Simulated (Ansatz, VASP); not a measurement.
# BaNaF in VASP and in Ansatz

File INCAR:

```
  ALGO = Normal
  EDIFF = 1E-7
  EDIFFG = -0.04
  ENCUT = 1130
  GGA = PE
  GGA_COMPAT = False
  IBRION = 2
  ISIF = 3
  ISMEAR = 0
  LASPH = True
  LCHARG = False
  LREAL = False
  LWAVE = False
  NELM = 120
  NELMIN = 4
  NSW = 90
  PREC = Accurate
  SIGMA = 0.1
```

KPOINTS

```
k-points
0
Gamma
  6 6 4
```

Contents of POSCAR:

```
BaNaF
1.0
    4.4271390600      0.0000000000      0.0000000000
   -2.2135695300      3.8340148900      0.0000000000
    0.0000000000      0.0000000000      4.3696844000
Na Ba F
1 1 1
Direct
    0.0000000000      0.0000000000      0.0000000000
    0.3333333300      0.6666666700      0.5000000000
    0.6666666700      0.3333333300      0.5000000000
```

Input for Ansatz:

```yaml
crystal:
  lattice:
    - [4.42713906, 0.0, 0.0]
    - [-2.21356953, 3.83401489, 0.0]
    - [0.0, 0.0, 4.3696844]
  atoms:
    - { symbol: Na, position: [0.0, 0.0, 0.0] }
    - { symbol: Ba, position: [0.33333333, 0.66666667, 0.5] }
    - { symbol: F, position: [0.66666667, 0.33333333, 0.5] }
basis:
  ecutwfc: 420
kpoints:
  mp_grid: { grid: [6, 6, 4] }
hamiltonian:
  xc: pbe
scf:
  occupations: { method: gaussian, width: 0.1 }
  lower_state_search: "off"
output:
  forces: true
  stress: true
  eigenvalues: true
relax:
  adjacent_minimum: "off"
  f_tol: 0.04
  max_steps: 70
  cell: { stress_tol: 0.4 }
```

Change from the starting cell: species swapped into the HoCuSi type (P-6m2, No. 187).

Alike in both runs: task relaxation of cell and atoms; functional PBE; k mesh 6 × 6 × 4; occupations gaussian, width 0.1 eV; no spin polarisation.

```csv
,VASP,Ansatz
version,VASP 6.6.1,Ansatz 0.2.0
potentials or method,"VASP PAW PBE potentials, release 64 (Na_sv, Ba_sv, F), cutoff 1130 eV","scalar-relativistic, plane waves, PAW"
valence electrons in the cell,26,26
```

|  | VASP | Ansatz | Ansatz less VASP |
| --- | --- | --- | --- |
| gap on the k mesh at the Fermi level, each at its own relaxed structure (eV) | none | none | - |
| relaxed volume (Å³/atom) | 36.23 | 38.29 | +2.062 |
| relaxed length of the cell vector where the two differ most in proportion (Å) | 6.201 | 6.722 | +0.5213 |

A gap of «none» marks a metal or a gap that the smearing closes. One of these differences is far larger than is usual between the two programs; its cause wasn't traced.

Spin-orbit coupling is off throughout. Noted on VASP's run: the volume moved by over 15 % at a fixed basis, so the end points are rough.
